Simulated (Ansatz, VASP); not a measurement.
# NaI: VASP beside Ansatz

File POSCAR:

```
NaI
1.0
    0.0000000000      3.2296282834      3.2296282834
    3.3972459913      0.0000000000      3.2296282834
    3.3972459913      3.2296282834      0.0000000000
Na I
1 1
Direct
    0.0000000000      0.0000000000      0.0000000000
    0.5000000000      0.5000000000      0.5000000000
```

The input INCAR.step1:

```
SYSTEM = NaI
PREC     = Accurate       ! precision mode
ENCUT    = 520            ! plane-wave cutoff, eV
EDIFF    = 1E-5           ! SCF threshold, eV
ISMEAR   = 0              ! smearing method
SIGMA    = 0.01           ! smearing width, eV
LREAL    = .False.        ! projectors in reciprocal space
LASPH    = .True.         ! aspherical terms in the spheres
NELM     = 100            ! most SCF steps
ALGO     = Normal         ! electronic algorithm
ISIF     = 2              ! what is computed and relaxed
LWAVE    = .True.         ! write WAVECAR
GGA      = PE             ! functional
NBANDS   = 14             ! bands
```

INCAR.step2

```
SYSTEM = NaI
PREC     = Accurate       ! precision mode
ENCUT    = 520            ! plane-wave cutoff, eV
EDIFF    = 1E-6           ! SCF threshold, eV
ISMEAR   = 0              ! smearing method
SIGMA    = 0.01           ! smearing width, eV
LREAL    = .False.        ! projectors in reciprocal space
LASPH    = .True.         ! aspherical terms in the spheres
NELM     = 100            ! most SCF steps
ALGO     = Normal         ! electronic algorithm
ISIF     = 2              ! what is computed and relaxed
LWAVE    = .False.        ! write WAVECAR
LCHARG   = .True.         ! write CHGCAR
GGA      = PE             ! functional
LHFCALC  = .True.         ! exact exchange
HFSCREEN = 0.2079         ! screening, 1/A
PRECFOCK = Normal       
LELF     = .True.         ! ELF
LVHAR    = .True.       
ISTART   = 1            
NBANDS   = 14             ! bands
```

Contents of KPOINTS:

```
Automatic mesh
0
Gamma
  6 6 6
  0 0 0
```

Input for Ansatz:

```yaml
crystal:
  lattice:
    - [0.0, 3.2296282834, 3.2296282834]
    - [3.3972459913, 0.0, 3.2296282834]
    - [3.3972459913, 3.2296282834, 0.0]
  atoms:
    - { symbol: Na, position: [0.0, 0.0, 0.0] }
    - { symbol: I, position: [0.5, 0.5, 0.5] }
kpoints:
  mp_grid: { grid: [6, 6, 6] }
  band_path:
    path:
      - [0.0, 0.0, 0.0]
      - [0.5, 0.0, 0.5]
      - [0.625, 0.25, 0.625]
      - [0.375, 0.375, 0.75]
      - [0.5, 0.5, 0.5]
      - [0.5, 0.25, 0.75]
    npoints: 1
hamiltonian:
  xc: hse06
scf:
  occupations: { method: fixed }
  n_extra_bands: 4
output:
  forces: true
  stress: true
  eigenvalues: true
  write_density: true
  write_potential: true
  elf: true
  volumetric_format: npy
```

Change from the starting cell: uniaxial_x strain +5.2%.

Alike in both runs: task single point; functional HSE06; k mesh 6 × 6 × 6; no spin polarisation.

```csv
,VASP,Ansatz
version,VASP 6.6.1,Ansatz 0.2.0
potentials or method,"VASP PAW PBE potentials, release 64 (Na_pv, I)","plane waves, PAW"
plane-wave cutoff (eV),520,420
occupations,"gaussian, width 0.01 eV",fixed
valence electrons in the cell,14,26
```

Ansatz gave:

| Item | Value |
| --- | --- |
| gap on the k mesh at the Fermi level (eV) | 4.52 |
| pressure (GPa) | -0.4 |
| traceless stress, the component that is largest in VASP (GPa) | -0.57 |

Q: Estimate VASP's values.

A: gap on the k mesh at the Fermi level (eV): 4.50; pressure (GPa): -0.4; traceless stress, the component that is largest in VASP (GPa): -0.57.

VASP's potentials hold 14 valence electrons a cell and Ansatz's 26, so a difference there can come from the potentials and not from the codes. Ansatz's warnings: stress exchange threshold loose, stress scf threshold loose.

Spin-orbit coupling is off throughout.
